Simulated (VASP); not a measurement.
# SiC (R3m) in VASP: notebook

The runs below take SiC through single point, with PBE.

All numbers are computed with VASP 6.6.1; they aren't measurements. Logs are shortened: lines on timing, memory, paths and dates and some standing lists are left out, and cuts for length are marked.

## Step 1: The cell of the first run

The structure is trigonal, space group R3m (No. 160). Conventional cell: a = 3.021 Å, b = 3.021 Å, c = 7.015 Å, α = 90.00°, β = 90.00°, γ = 120.00°. Within 2.3 Å of Si (site symmetry 3m) lie 4 C at 1.75 to 1.84 Å. Within 2.3 Å of C (site symmetry 3m) lie 4 Si at 1.75 to 1.84 Å.

## Step 2: Single point, PBE

Contents of INCAR:

```
PREC = Accurate ; ENCUT = 520
EDIFF = 1E-6 ; ISMEAR = 0
SIGMA = 0.05 ; LREAL = F
LASPH = T ; NELM = 80
ALGO = Normal ; ISIF = 2
LWAVE = F ; LCHARG = F
GGA = PE ; NBANDS = 11
```

Contents of KPOINTS:

```
regular mesh
0
Gamma
  12 12 12
```

Contents of POSCAR:

```
SiC
1.0
    0.0000000000      2.1361752434      2.1361752434
    2.1361752434      0.0000000000      2.1361752434
    2.0621211683      2.0621211683      0.0740540751
Si C
1 1
Direct
    0.0000000000      0.0000000000      0.0000000000
    0.7500000000      0.7500000000      0.7500000000
```

Potentials or basis: VASP PAW PBE potentials, release 64 (Si, C).

On the command line:

```console
$ cat potpaw_PBE.64/Si/POTCAR potpaw_PBE.64/C/POTCAR > POTCAR
$ mpirun -np 1 vasp_std > vasp.out
```

OUTCAR:

```text
PREC = Accurate
   ENCUT = 520
   EDIFF = 1E-6
   ISMEAR = 0
   LREAL = F
   LASPH = T
   NELM = 80
   ISIF = 2
   GGA = PE

 ion  position               nearest neighbor table
   1  0.000  0.000  0.000-   2 1.75   2 1.84   2 1.84   2 1.84
   2  0.750  0.750  0.750-   1 1.75   1 1.84   1 1.84   1 1.84

  LATTYP: Found a trigonal (rhomboedric) cell.
 ALAT       =     2.9172198120
 COS(alpha) =     0.4637893364

  Lattice vectors:

 A1 = (   2.0621211683,  -0.0740540751,  -2.0621211683)
 A2 = (  -0.0740540751,   2.0621211683,  -2.0621211683)
 A3 = (   2.0621211683,   2.0621211683,   0.0740540751)

Analysis of symmetry for initial positions (statically):
=====================================================================
 Subroutine PRICEL returns:
 Original cell was already a primitive cell.

 Routine SETGRP: Setting up the symmetry group for a
 trigonal (rhombohedral) supercell.

 Subroutine GETGRP returns: Found  6 space group operations
 (whereof  6 operations were pure point group operations)
 out of a pool of 12 trial point group operations.

The static configuration has the point symmetry C_3v.

Analysis of symmetry for dynamics (positions and initial velocities):
=====================================================================
 Subroutine PRICEL returns:
 Original cell was already a primitive cell.

 Routine SETGRP: Setting up the symmetry group for a
 trigonal (rhombohedral) supercell.

 Subroutine GETGRP returns: Found  6 space group operations
 (whereof  6 operations were pure point group operations)
 out of a pool of 12 trial point group operations.

The dynamic configuration has the point symmetry C_3v.

 Subroutine INISYM returns: Found  6 space group operations
 (whereof  6 operations are pure point group operations),
 and found     1 'primitive' translations

----------------------------------------------------------------------------------------

                                     Primitive cell

  volume of cell :      18.4820

  direct lattice vectors                    reciprocal lattice vectors
     0.000000000  2.136175243  2.136175243    -0.238342830  0.229783557  0.238342830
     2.136175243  0.000000000  2.136175243     0.229783557 -0.238342830  0.238342830
     2.062121168  2.062121168  0.074054075     0.246902103  0.246902103 -0.246902103

  length of vectors
     3.021008001  3.021008001  2.917219812     0.407940060  0.407940060  0.427646987

  position of ions in fractional coordinates (direct lattice)
     0.000000000  0.000000000  0.000000000
     0.750000000  0.750000000  0.750000000

  ion indices of the primitive-cell ions
   primitive index   ion index
                 1           1
                 2           2

----------------------------------------------------------------------------------------

 KPOINTS: regular mesh

Automatic generation of k-mesh.
 Grid dimensions read from file:
 generate k-points for:   12   12   12

 Generating k-lattice:

  Cartesian coordinates                     Fractional coordinates (reciprocal lattice)
    -0.019861903  0.019148630  0.019861903     0.083333333  0.000000000 -0.000000000
     0.019148630 -0.019861903  0.019861903     0.000000000  0.083333333 -0.000000000
     0.020575175  0.020575175 -0.020575175     0.000000000  0.000000000  0.083333333

  Length of vectors
     0.033995005  0.033995005  0.035637249

  Shift w.r.t. Gamma in fractional coordinates (k-lattice)
     0.000000000  0.000000000  0.000000000

 Subroutine IBZKPT returns following result:
 ===========================================

 Found    189 irreducible k-points:

 Following reciprocal coordinates:
            Coordinates               Weight
  0.000000  0.000000  0.000000      1.000000
  0.083333  0.000000 -0.000000      6.000000
  0.166667  0.000000  0.000000      6.000000
  0.250000  0.000000  0.000000      6.000000
  0.333333  0.000000 -0.000000      6.000000
  0.416667  0.000000 -0.000000      6.000000
[... 16 lines left out ...]
  0.500000  0.166667  0.000000     12.000000
 -0.416667  0.166667  0.000000     12.000000
 [... further k-points ...]
   k-points           NKPTS =    189   k-points in BZ     NKDIM =    189   number of bands    NBANDS=     11
   number of dos      NEDOS =    301   number of ions     NIONS =      2
   total plane-waves  NPLWV =  13824
   dimension x,y,z NGX =    24 NGY =   24 NGZ =   24
   dimension x,y,z NGXF=    48 NGYF=   48 NGZF=   48
   ions per type =               1   1
   NGX,Y,Z   is equivalent  to a cutoff of  13.21, 13.21, 13.68 a.u.
   NGXF,Y,Z  is equivalent  to a cutoff of  26.41, 26.41, 27.35 a.u.
 SYSTEM =  unknown system
   PREC   = accura    normal or accurate (medium, high low for compatibility)
   ISTART =      0    job   : 0-new  1-cont  2-samecut
   ICHARG =      2    charge: 1-file 2-atom 10-const
   ISPIN  =      1    spin polarized calculation?
   LNONCOLLINEAR =      F non collinear calculations
   LSORBIT =      F    spin-orbit coupling
   LASPH  =      T    aspherical Exc in radial PAW
   ENCUT  =  520.0 eV  38.22 Ry    6.18 a.u.   5.62  5.62  5.42*2*pi/ulx,y,z
   NELM   =     80;   NELMIN=  2; NELMDL= -5     # of ELM steps
   EDIFF  = 0.1E-05   stopping-criterion for ELM
   LREAL  =      F    real-space projection
   EDIFFG = 0.1E-04   stopping-criterion for IOM
   NSW    =      0    number of steps for IOM
   IBRION =     -1    ionic relax: 0-MD 1-quasi-New 2-CG
   NFREE  =      0    steps in history (QN), initial steepest desc. (CG)
   ISIF   =      2    stress and relaxation
   ISYM   =      2    0-nonsym 1-usesym 2-fastsym
   POTIM  = 0.5000    time-step for ionic-motion
   TEBEG  =    0.0;   TEEND  =   0.0 temperature during run
   PSTRESS=    0.0 pullay stress
   NELECT =       8.0000    total number of electrons
   NUPDOWN=      -1.0000    fix difference up-down
   EMIN   =  10.00;   EMAX   =-10.00  energy-range for DOS
   EFERMI =   0.00;   METHOD = LEGACY
   ISMEAR =     0;   SIGMA  =   0.05  broadening in eV -4-tet -1-fermi 0-gaus
   EFERMI_NEDOS =   21; number of points for ismear=-14 and -15
   IALGO  =     38    algorithm
   IMIX   =      4    mixing-type and parameters
     AMIX     =   0.40;   BMIX     =  1.00
     AMIX_MAG =   1.60;   BMIX_MAG =  1.00
  volume/ion in A,a.u.               =       9.24        62.36
  Fermi-wavevector in a.u.,A,eV,Ry     =   1.238384  2.340206 20.865810  1.533594
  Thomas-Fermi vector in A             =   2.372911
   LORBIT       =      0    0 simple, 1 ext, 2 COOP (PROOUT), +10 PAW based schemes
   GGA     = PE    functional components
   LHFCALC =     F    Hartree Fock is set to
   AEXX    =    0.0000 exact exchange contribution
   IVDW    =     0    specifies the selected vdW correction
   LEPSILON=     F    determine dielectric tensor
   LRPA    =     F    only Hartree local field effects (RPA)
 non-spin polarized calculation
 Gauss-broadening in eV      SIGMA  =   0.05
  energy-cutoff  :      520.00
  volume of cell :       18.48
 maximum number of plane-waves:       515
   NGX = 11   NGY = 11   NGZ = 11

 number of electron       8.0000000 magnetization

 Free energy of the ion-electron system (eV)
  ---------------------------------------------------
  ext. energy  EPLUGINS =         0.00000000
  ---------------------------------------------------
  free energy    TOTEN  =       -14.73113834 eV

  energy without entropy =      -14.73113834  energy(sigma->0) =      -14.73113834

 E-fermi :   9.9474     XC(G=0): -11.8554

 val. band max:        9.6469754241   @ k =   0.0000   0.0000   0.0000
 cond. band min:      10.6166070299   @ k =   0.5000   0.5000   0.0000
 fundamental gap:      0.9696316059
 Fermi energy:         9.9473620149

 k-point     1 :       0.0000    0.0000    0.0000
  band No.  band energies     occupation
      1      -6.8993      2.00000
      2       9.3037      2.00000
      3       9.3037      2.00000
      4       9.6470      2.00000
      5      16.4474      0.00000
      6      17.1216      0.00000
      7      17.1216      0.00000
      8      19.0897      0.00000
      9      24.6516      0.00000
     10      24.6516      0.00000
     11      27.4795      0.00000

 k-point     2 :       0.0833    0.0000   -0.0000
  band No.  band energies     occupation
      1      -6.7548      2.00000
      2       8.5599      2.00000
      3       9.2245      2.00000
      4       9.5256      2.00000
      5      16.7163      0.00000
      6      17.3032      0.00000
      7      17.3770      0.00000
      8      19.1876      0.00000
      9      23.7602      0.00000
     10      24.0155      0.00000
     11      26.8963      0.00000

 k-point     3 :       0.1667    0.0000    0.0000
  band No.  band energies     occupation
      1      -6.3254      2.00000
      2       6.8186      2.00000
      3       9.0283      2.00000
      4       9.2788      2.00000
      5      16.7376      0.00000
      6      17.6612      0.00000
      7      18.1856      0.00000
      8      19.4889      0.00000
      9      22.7871      0.00000
     10      23.4115      0.00000
     11      26.1309      0.00000

 k-point     4 :       0.2500    0.0000    0.0000
  band No.  band energies     occupation
      1      -5.6252      2.00000
      2       4.7730      2.00000
      3       8.7985      2.00000
      4       8.9907      2.00000
      5      16.5292      0.00000
      6      17.7269      0.00000
      7      18.5387      0.00000
      8      19.9040      0.00000
      9      22.8253      0.00000
     10      23.8249      0.00000
     11      25.7804      0.00000
[... 239 lines left out ...]
 k-point    22 :       0.4167    0.1667    0.0000
  band No.  band energies     occupation
      1      -3.8246      2.00000
      2       2.4437      2.00000
      3       7.1109      2.00000
      4       7.7324      2.00000
      5      14.7639      0.00000
      6      18.0819      0.00000
      7      19.4371      0.00000
      8      19.8555      0.00000
      9      23.9078      0.00000
     10      27.8514      0.00000
     11      29.0023      0.00000

 k-point    23 :       0.5000    0.1667    0.0000
  band No.  band energies     occupation
      1      -2.8677      2.00000
      2       1.0219      2.00000
      3       6.6129      2.00000
      4       7.8091      2.00000
      5      14.8344      0.00000
      6      18.1740      0.00000
      7      19.3205      0.00000
      8      20.6825      0.00000
      9      24.2763      0.00000
     10      28.0376      0.00000
     11      29.1762      0.00000

 k-point    24 :      -0.4167    0.1667    0.0000
  band No.  band energies     occupation
      1      -2.7107      2.00000
      2       0.8190      2.00000
      3       6.2359      2.00000
      4       8.0469      2.00000
      5      15.1718      0.00000
      6      18.0800      0.00000
      7      19.0899      0.00000
      8      21.4936      0.00000
      9      24.7686      0.00000
     10      26.3357      0.00000
     11      28.9374      0.00000

 [... further k-points ...]
[... 5 lines left out ...]
  --------------------------------------------------------------------------------------
  -------------------------------------------------------------------------------------
  Total        4.1336095      4.1336095      4.1336095      1.5835003     -1.5835003     -1.5835003
  in kB      358.3365152    358.3365152    358.3365152    137.2713061   -137.2713061   -137.2713061
  external PRESSURE =     358.3365152 kB  Pullay stress =       0.0000000 kB

 VOLUME and BASIS-vectors are now :
 -----------------------------------------------------------------------------
  energy-cutoff  :      520.00
  volume of cell :       18.48
      direct lattice vectors                 reciprocal lattice vectors
     0.000000000  2.136175243  2.136175243    -0.238342830  0.229783557  0.238342830
     2.136175243  0.000000000  2.136175243     0.229783557 -0.238342830  0.238342830
     2.062121168  2.062121168  0.074054075     0.246902103  0.246902103 -0.246902103

 POSITION                                       TOTAL-FORCE (eV/Angst)
 -----------------------------------------------------------------------------------
      0.00000      0.00000      0.00000        -0.646034     -0.646034      0.646034
      3.14872      3.14872      3.25980         0.646034      0.646034     -0.646034
 -----------------------------------------------------------------------------------
    total drift:                                0.000019      0.000019     -0.000020

  FREE ENERGIE OF THE ION-ELECTRON SYSTEM (eV)
  ---------------------------------------------------
  free  energy   TOTEN  =       -14.7311383360 eV

  energy  without entropy=      -14.7311383360  energy(sigma->0) =      -14.73113834
```

It took 38 s on 1 thread of Intel Xeon 8259CL, shared host; peak memory 0.16 GiB.

Results:

* Free energy: -14.7311 eV
* Pressure: 35.8 GPa
* Largest force: 1.119 eV/Å
* Band gap on the k mesh: 0.97 eV, indirect (least direct gap 4.25 eV)

Forces on the atoms (eV/Å):
```
Si  -0.646 -0.646  0.646
C    0.646  0.646 -0.646
```

Caveat: forces of over 1 eV/Å act on the atoms, so gaps and moduli don't describe the material at rest.

[end of part 1 of 2]
